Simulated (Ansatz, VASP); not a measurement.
## Two plane-wave programs on W

File INCAR:

```
SYSTEM = W
  PREC = Accurate
  ENCUT = 520
  EDIFF = 1E-7
  ISMEAR = 0
  SIGMA = 0.15
  LREAL = .False.
  LASPH = .True.
  NELM = 100
  ALGO = Fast
  ISIF = 2
  LWAVE = .False.
  LCHARG = .False.
  GGA = PS
  NBANDS = 66
```

Contents of KPOINTS:

```
regular mesh
0
Gamma
  8 8 8
  0 0 0
```

POSCAR

```
W
1.0
    4.8307616782      0.0000000000      0.0000000000
    0.0000000000      4.8307616782      0.0000000000
    0.0000000000      0.0000000000      5.0320434148
W
8
Direct
    0.0000000000      0.0000000000      0.0000000000
    0.5000000000      0.5000000000      0.5000000000
    0.0000000000      0.5000000000      0.2500000000
    0.0000000000      0.5000000000      0.7500000000
    0.2500000000      0.0000000000      0.5000000000
    0.7500000000      0.0000000000      0.5000000000
    0.5000000000      0.7500000000      0.0000000000
    0.5000000000      0.2500000000      0.0000000000
```

Input for Ansatz:

```yaml
crystal:
  lattice:
    - [4.8307616782, 0.0, 0.0]
    - [0.0, 4.8307616782, 0.0]
    - [0.0, 0.0, 5.0320434148]
  atoms:
    - { symbol: W, position: [0.0, 0.0, 0.0] }
    - { symbol: W, position: [0.5, 0.5, 0.5] }
    - { symbol: W, position: [0.0, 0.5, 0.25] }
    - { symbol: W, position: [0.0, 0.5, 0.75] }
    - { symbol: W, position: [0.25, 0.0, 0.5] }
    - { symbol: W, position: [0.75, 0.0, 0.5] }
    - { symbol: W, position: [0.5, 0.75, 0.0] }
    - { symbol: W, position: [0.5, 0.25, 0.0] }
basis:
  ecutwfc: 420
kpoints:
  mp_grid: { grid: [8, 8, 8] }
hamiltonian:
  xc: pbesol
scf:
  occupations: { method: gaussian, width: 0.15 }
output:
  forces: true
  stress: true
  eigenvalues: true
  write_density: true
  write_potential: true
  elf: true
  volumetric_format: npy
```

Change from the starting cell: strain -0.040 along x and y, +0.000 along z, atoms carried along.

Alike in both runs: task single point; functional PBEsol; k mesh 8 × 8 × 8; occupations gaussian, width 0.15 eV; no spin polarisation.

|  | VASP | Ansatz |
| --- | --- | --- |
| version | VASP 6.6.1 | Ansatz 0.2.0 |
| potentials or method | VASP PAW PBE potentials, release 64 (W_sv), cutoff 520 eV | scalar-relativistic, plane waves, PAW |
| valence electrons in the cell | 112 | 112 |

```csv
,VASP,Ansatz,Ansatz less VASP
gap on the k mesh at the Fermi level (eV),none,none,-
pressure (GPa),32.7,31.4,-1.38
"traceless stress, the component that is largest in VASP (GPa)",-16.38,-16.05,+0.338
rms of the force components (eV/Å),0.038,0.036,-0.0016
```

VASP's potentials were made for PBE, not for PBEsol. Atom by atom the forces differ by 0.002 eV/Å (rms over components). A gap of «none» marks a metal or a gap that the smearing closes. Both programs put the cell under a high pressure, so it lies far from rest at this level. The functional is the same, so the differences come from potentials, cutoffs and numerics.

Neither program's run includes spin-orbit coupling.
